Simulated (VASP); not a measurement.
# Cs (Fd-3m) in VASP: a series of runs

Cs is run at these levels: PBEsol; tasks: single point.

Program: VASP 6.6.1. These are calculated values, not measurements. Logs are shortened: lines on timing, memory, paths and dates and some standing lists are left out, and cuts for length are marked.

## (1) The cell of the first run

It takes space group Fd-3m (No. 227, cubic). Conventional cell: a = 6.288 Å, b = 6.288 Å, c = 6.288 Å, α = 90.00°, β = 90.00°, γ = 90.00°. Within 3.6 Å of Cs (site symmetry -43m) lie 4 Cs at 2.72 Å.

This isn't the form of Cs at room conditions, which is bcc.

## (2) Single point, PBEsol

INCAR reads:

```
  PREC = Accurate
  ENCUT = 500
  EDIFF = 1E-6
  ISMEAR = -1
  SIGMA = 0.05
  LREAL = F
  LASPH = T
  NELM = 120
  ALGO = Normal
  ISIF = 2
  LWAVE = F
  LCHARG = T
  GGA = PS
  LELF = T
  LVHAR = T
  NBANDS = 16
  GGA_COMPAT = F
```

KPOINTS reads:

```
Automatic mesh
0
Gamma
  4 4 4
```

POSCAR reads:

```
Cs
1.0
    0.0000000000      3.1441676885      3.1441676885
    3.1441676885      0.0000000000      3.1441676885
    3.1441676885      3.1441676885      0.0000000000
Cs
2
Direct
    1.0000000000      1.0000000000      1.0000000000
    0.2500000000      0.2500000000      0.2500000000
```

Potentials or basis: VASP PAW PBE potentials, release 64 (Cs_sv).

Launch:

```
> cat potpaw_PBE.64/Cs_sv/POTCAR > POTCAR
> mpirun -np 1 vasp_std > vasp.out
```

OUTCAR:

```text
PREC = Accurate
   ENCUT = 500
   EDIFF = 1E-6
   ISMEAR = -1
   LREAL = F
   LASPH = T
   NELM = 120
   ISIF = 2
   GGA = PS

 ion  position               nearest neighbor table
   1  0.000  0.000  0.000-   2 2.72   2 2.72   2 2.72   2 2.72
   2  0.250  0.250  0.250-   1 2.72   1 2.72   1 2.72   1 2.72

  LATTYP: Found a face centered cubic cell.
 ALAT       =     6.2883353770

  Lattice vectors:

 A1 = (   0.0000000000,   3.1441676885,   3.1441676885)
 A2 = (   3.1441676885,   0.0000000000,   3.1441676885)
 A3 = (   3.1441676885,   3.1441676885,   0.0000000000)

Analysis of symmetry for initial positions (statically):
=====================================================================
 Subroutine PRICEL returns:
 Original cell was already a primitive cell.

 Routine SETGRP: Setting up the symmetry group for a
 face centered cubic supercell.

 Subroutine GETGRP returns: Found 48 space group operations
 (whereof 24 operations were pure point group operations)
 out of a pool of 48 trial point group operations.

The static configuration has the point symmetry T_d .
 The point group associated with its full space group is O_h .

Analysis of symmetry for dynamics (positions and initial velocities):
=====================================================================
 Subroutine PRICEL returns:
 Original cell was already a primitive cell.

 Routine SETGRP: Setting up the symmetry group for a
 face centered cubic supercell.

 Subroutine GETGRP returns: Found 48 space group operations
 (whereof 24 operations were pure point group operations)
 out of a pool of 48 trial point group operations.

The dynamic configuration has the point symmetry T_d .
 The point group associated with its full space group is O_h .

 Subroutine INISYM returns: Found 48 space group operations
 (whereof 24 operations are pure point group operations),
 and found     1 'primitive' translations

----------------------------------------------------------------------------------------

                                     Primitive cell

  volume of cell :      62.1652

  direct lattice vectors                    reciprocal lattice vectors
     0.000000000  3.144167689  3.144167689    -0.159024597  0.159024597  0.159024597
     3.144167689  0.000000000  3.144167689     0.159024597 -0.159024597  0.159024597
     3.144167689  3.144167689  0.000000000     0.159024597  0.159024597 -0.159024597

  length of vectors
     4.446524587  4.446524587  4.446524587     0.275438682  0.275438682  0.275438682

  position of ions in fractional coordinates (direct lattice)
     0.000000000  0.000000000  0.000000000
     0.250000000  0.250000000  0.250000000

  ion indices of the primitive-cell ions
   primitive index   ion index
                 1           1
                 2           2

----------------------------------------------------------------------------------------

 KPOINTS: Automatic mesh

Automatic generation of k-mesh.
 Grid dimensions read from file:
 generate k-points for:    4    4    4

 Generating k-lattice:

  Cartesian coordinates                     Fractional coordinates (reciprocal lattice)
    -0.039756149  0.039756149  0.039756149     0.250000000  0.000000000  0.000000000
     0.039756149 -0.039756149  0.039756149     0.000000000  0.250000000  0.000000000
     0.039756149  0.039756149 -0.039756149     0.000000000  0.000000000  0.250000000

  Length of vectors
     0.068859670  0.068859670  0.068859670

  Shift w.r.t. Gamma in fractional coordinates (k-lattice)
     0.000000000  0.000000000  0.000000000

 Subroutine IBZKPT returns following result:
 ===========================================

 Found      8 irreducible k-points:

 Following reciprocal coordinates:
            Coordinates               Weight
  0.000000  0.000000  0.000000      1.000000
  0.250000  0.000000  0.000000      8.000000
  0.500000  0.000000  0.000000      4.000000
  0.250000  0.250000  0.000000      6.000000
  0.500000  0.250000  0.000000     24.000000
 -0.250000  0.250000  0.000000     12.000000
  0.500000  0.500000  0.000000      3.000000
 -0.250000  0.500000  0.250000      6.000000
   k-points           NKPTS =      8   k-points in BZ     NKDIM =      8   number of bands    NBANDS=     16
   number of dos      NEDOS =    301   number of ions     NIONS =      2
   total plane-waves  NPLWV =  32768
   dimension x,y,z NGX =    32 NGY =   32 NGZ =   32
   dimension x,y,z NGXF=    64 NGYF=   64 NGZF=   64
   ions per type =               2
   NGX,Y,Z   is equivalent  to a cutoff of  11.96, 11.96, 11.96 a.u.
   NGXF,Y,Z  is equivalent  to a cutoff of  23.93, 23.93, 23.93 a.u.
 SYSTEM =  unknown system
   PREC   = accura    normal or accurate (medium, high low for compatibility)
   ISTART =      0    job   : 0-new  1-cont  2-samecut
   ICHARG =      2    charge: 1-file 2-atom 10-const
   ISPIN  =      1    spin polarized calculation?
   LNONCOLLINEAR =      F non collinear calculations
   LSORBIT =      F    spin-orbit coupling
   LASPH  =      T    aspherical Exc in radial PAW
   ENCUT  =  500.0 eV  36.75 Ry    6.06 a.u.   8.11  8.11  8.11*2*pi/ulx,y,z
   NELM   =    120;   NELMIN=  2; NELMDL= -5     # of ELM steps
   EDIFF  = 0.1E-05   stopping-criterion for ELM
   LREAL  =      F    real-space projection
   EDIFFG = 0.1E-04   stopping-criterion for IOM
   NSW    =      0    number of steps for IOM
   IBRION =     -1    ionic relax: 0-MD 1-quasi-New 2-CG
   NFREE  =      0    steps in history (QN), initial steepest desc. (CG)
   ISIF   =      2    stress and relaxation
   ISYM   =      2    0-nonsym 1-usesym 2-fastsym
   POTIM  = 0.5000    time-step for ionic-motion
   TEBEG  =    0.0;   TEEND  =   0.0 temperature during run
   PSTRESS=    0.0 pullay stress
   NELECT =      18.0000    total number of electrons
   NUPDOWN=      -1.0000    fix difference up-down
   EMIN   =  10.00;   EMAX   =-10.00  energy-range for DOS
   EFERMI =   0.00;   METHOD = LEGACY
   ISMEAR =    -1;   SIGMA  =   0.05  broadening in eV -4-tet -1-fermi 0-gaus
   EFERMI_NEDOS =   21; number of points for ismear=-14 and -15
   IALGO  =     38    algorithm
   IMIX   =      4    mixing-type and parameters
     AMIX     =   0.40;   BMIX     =  1.00
     AMIX_MAG =   1.60;   BMIX_MAG =  1.00
  volume/ion in A,a.u.               =      31.08       209.76
  Fermi-wavevector in a.u.,A,eV,Ry     =   1.083054  2.046675 15.959705  1.173005
  Thomas-Fermi vector in A             =   2.219110
   LORBIT       =      0    0 simple, 1 ext, 2 COOP (PROOUT), +10 PAW based schemes
   GGA     = PS    functional components
   LHFCALC =     F    Hartree Fock is set to
   AEXX    =    0.0000 exact exchange contribution
   IVDW    =     0    specifies the selected vdW correction
   LEPSILON=     F    determine dielectric tensor
   LRPA    =     F    only Hartree local field effects (RPA)
 non-spin polarized calculation
  energy-cutoff  :      500.00
  volume of cell :       62.17
 maximum number of plane-waves:      1604
   NGX = 17   NGY = 17   NGZ = 17

 number of electron      18.0000001 magnetization

 Free energy of the ion-electron system (eV)
  ---------------------------------------------------
  ext. energy  EPLUGINS =         0.00000000
  ---------------------------------------------------
  free energy    TOTEN  =         4.91390721 eV

  energy without entropy =        4.92895785  energy(sigma->0) =        4.92143253

 E-fermi :   5.4815     XC(G=0): -10.0570

 val. band max:        5.2948522880   @ k =  -0.2500   0.2500   0.0000
 cond. band min:       5.5218999514   @ k =   0.2500   0.0000   0.0000
 fundamental gap:      0.2270476634
 Fermi energy:         5.4815302547

 k-point     1 :       0.0000    0.0000    0.0000
  band No.  band energies     occupation
      1     -20.4708      2.00000
      2     -15.7386      2.00000
      3      -7.0828      2.00000
      4      -7.0828      2.00000
      5      -7.0828      2.00000
      6      -3.7676      2.00000
[... 8 lines left out ...]
     15      13.1409      0.00000
     16      14.5137      0.00000

 k-point     2 :       0.2500    0.0000    0.0000
  band No.  band energies     occupation
      1     -20.1107      2.00000
      2     -16.4999      2.00000
      3      -7.4116      2.00000
      4      -7.4116      2.00000
      5      -7.0818      2.00000
      6      -3.2044      2.00000
[... 8 lines left out ...]
     15      10.6919      0.00000
     16      12.6061      0.00000

 k-point     3 :       0.5000    0.0000    0.0000
  band No.  band energies     occupation
      1     -19.5713      2.00000
      2     -17.3915      2.00000
      3      -7.6707      2.00000
      4      -7.6707      2.00000
      5      -7.2106      2.00000
      6      -2.7288      2.00000
[... 8 lines left out ...]
     15      12.7042      0.00000
     16      13.8787      0.00000

 k-point     4 :       0.2500    0.2500    0.0000
  band No.  band energies     occupation
      1     -19.9652      2.00000
      2     -16.7588      2.00000
      3      -7.7993      2.00000
      4      -7.7993      2.00000
      5      -6.1036      2.00000
      6      -4.2727      2.00000
[... 8 lines left out ...]
     15      11.1314      0.00000
     16      11.6592      0.00000

 k-point     5 :       0.5000    0.2500    0.0000
  band No.  band energies     occupation
      1     -19.2991      2.00000
      2     -17.7526      2.00000
      3      -8.3778      2.00000
      4      -8.0099      2.00000
      5      -5.7125      2.00000
      6      -3.7947      2.00000
[... 8 lines left out ...]
     15      12.0365      0.00000
     16      13.0572      0.00000

 k-point     6 :      -0.2500    0.2500    0.0000
  band No.  band energies     occupation
      1     -19.5808      2.00000
      2     -17.3686      2.00000
      3      -8.3583      2.00000
      4      -7.6810      2.00000
      5      -6.1338      2.00000
      6      -3.2304      2.00000
[... 8 lines left out ...]
     15      11.7756      0.00000
     16      12.0567      0.00000

 k-point     7 :       0.5000    0.5000    0.0000
  band No.  band energies     occupation
      1     -18.5745      2.00000
      2     -18.5745      2.00000
      3      -8.2897      2.00000
      4      -8.2897      2.00000
      5      -4.9545      2.00000
      6      -4.9545      2.00000
[... 8 lines left out ...]
     15      13.1783      0.00000
     16      13.1783      0.00000

 k-point     8 :      -0.2500    0.5000    0.2500
  band No.  band energies     occupation
      1     -18.5731      2.00000
      2     -18.5731      2.00000
      3      -8.4117      2.00000
      4      -8.4117      2.00000
      5      -4.5257      2.00000
      6      -4.5257      2.00000
[... 8 lines left out ...]
     15      12.4852      0.00000
     16      12.4852      0.00000

------------------------ aborting loop because EDIFF is reached ----------------------------------------

  FORCE on cell =-STRESS in cart. coord.  units (eV):
  Direction    XX          YY          ZZ          XY          YZ          ZX
  --------------------------------------------------------------------------------------
  -------------------------------------------------------------------------------------
  Total       18.0934670     18.0934670     18.0934670      0.0000000      0.0000000     -0.0000000
  in kB      466.3213283    466.3213283    466.3213283      0.0000000      0.0000000     -0.0000000
  external PRESSURE =     466.3213283 kB  Pullay stress =       0.0000000 kB

 VOLUME and BASIS-vectors are now :
 -----------------------------------------------------------------------------
  energy-cutoff  :      500.00
  volume of cell :       62.17
      direct lattice vectors                 reciprocal lattice vectors
     0.000000000  3.144167689  3.144167689    -0.159024597  0.159024597  0.159024597
     3.144167689  0.000000000  3.144167689     0.159024597 -0.159024597  0.159024597
     3.144167689  3.144167689  0.000000000     0.159024597  0.159024597 -0.159024597

 POSITION                                       TOTAL-FORCE (eV/Angst)
 -----------------------------------------------------------------------------------
      0.00000      0.00000      0.00000         0.000000      0.000000      0.000000
      1.57208      1.57208      1.57208        -0.000000     -0.000000     -0.000000
 -----------------------------------------------------------------------------------
    total drift:                               -0.000000      0.000000      0.000000

  FREE ENERGIE OF THE ION-ELECTRON SYSTEM (eV)
  ---------------------------------------------------
  free  energy   TOTEN  =         4.9139072114 eV

  energy  without entropy=        4.9289578525  energy(sigma->0) =        4.92143253
```

It took 4.6 s on 1 thread of Intel Xeon 6975P-C (Granite Rapids), shared host; peak memory 0.17 GiB.

What came out:

| Property | Result |
| --- | --- |
| Free energy | 4.9139 eV |
| Pressure | 46.6 GPa |
| Band gap on the k mesh | zero (bands 9 and 10 overlap by 1.14 eV) |

Levels at points of the mesh, in eV from the Fermi level:
| k point | band 7 | band 8 | band 9 | band 10 | band 11 | band 12 |
| --- | --- | --- | --- | --- | --- | --- |
| (0.00, 0.00, 0.00) | -9.25 | -9.25 | -1.15 | 0.92 | 0.92 | 3.54 |
| (0.50, 0.00, 0.00) | -8.21 | -7.28 | 0.53 | 1.38 | 1.44 | 1.44 |
| (0.50, 0.50, 0.00) | -6.68 | -6.68 | -0.26 | -0.26 | 2.87 | 2.87 |

Caveat: the k points lie up to 0.43 Å⁻¹ apart, too coarse for converged energies and pressures of a metal; the PAW data sets were made with another functional, which shifts forces and pressure a little; spin-orbit coupling is left out, which moves the levels of the heavy elements.

## (3) Single point, PBEsol

This run uses another cell than the first one, of 34.71 Å³/atom.

INCAR reads:

```
PREC = Accurate
ENCUT = 500
EDIFF = 1E-6
ISMEAR = -1
SIGMA = 0.05
LREAL = F
LASPH = T
NELM = 120
ALGO = Normal
ISIF = 2
LWAVE = F
LCHARG = F
GGA = PS
NBANDS = 16
GGA_COMPAT = F
```

KPOINTS reads:

```
regular mesh
0
Gamma
  4 4 4
```

POSCAR reads:

```
Cs
1.0
    0.0000000000      3.2620032403      3.2620032403
    3.2620032403      0.0000000000      3.2620032403
    3.2620032403      3.2620032403      0.0000000000
Cs
2
Direct
    1.0000000000      1.0000000000      1.0000000000
    0.2500000000      0.2500000000      0.2500000000
```

Potentials or basis: VASP PAW PBE potentials, release 64 (Cs_sv).

Launch:

```
> cat potpaw_PBE.64/Cs_sv/POTCAR > POTCAR
> mpirun -np 1 vasp_std > vasp.out
```

It took 5.9 s on 1 thread of Intel Xeon 6975P-C (Granite Rapids), shared host; peak memory 0.19 GiB.

The run converged. Its results:

| Item | Value |
| --- | --- |
| Free energy | 3.1823 eV |
| Pressure | 31.0 GPa |
| Band gap on the k mesh | zero (bands 9 and 10 overlap by 1.01 eV) |

Levels at points of the mesh, in eV from the Fermi level:
| k point | band 5 | band 6 | band 7 | band 8 | band 9 | band 10 | band 11 | band 12 | band 13 | band 14 |
| --- | --- | --- | --- | --- | --- | --- | --- | --- | --- | --- |
| (0.00, 0.00, 0.00) | -12.18 | -9.24 | -9.24 | -9.24 | -1.13 | 1.10 | 1.10 | 3.46 | 3.46 | 3.46 |
| (0.50, 0.00, 0.00) | -12.36 | -8.38 | -8.38 | -7.83 | 0.57 | 1.38 | 1.46 | 1.46 | 2.85 | 2.85 |
| (0.50, 0.50, 0.00) | -10.40 | -10.40 | -7.21 | -7.21 | -0.19 | -0.19 | 2.85 | 2.85 | 4.35 | 4.35 |

Caveat: the k points lie up to 0.42 Å⁻¹ apart, too coarse for converged energies and pressures of a metal; the PAW data sets were made with another functional, which shifts forces and pressure a little; spin-orbit coupling is left out, which moves the levels of the heavy elements.
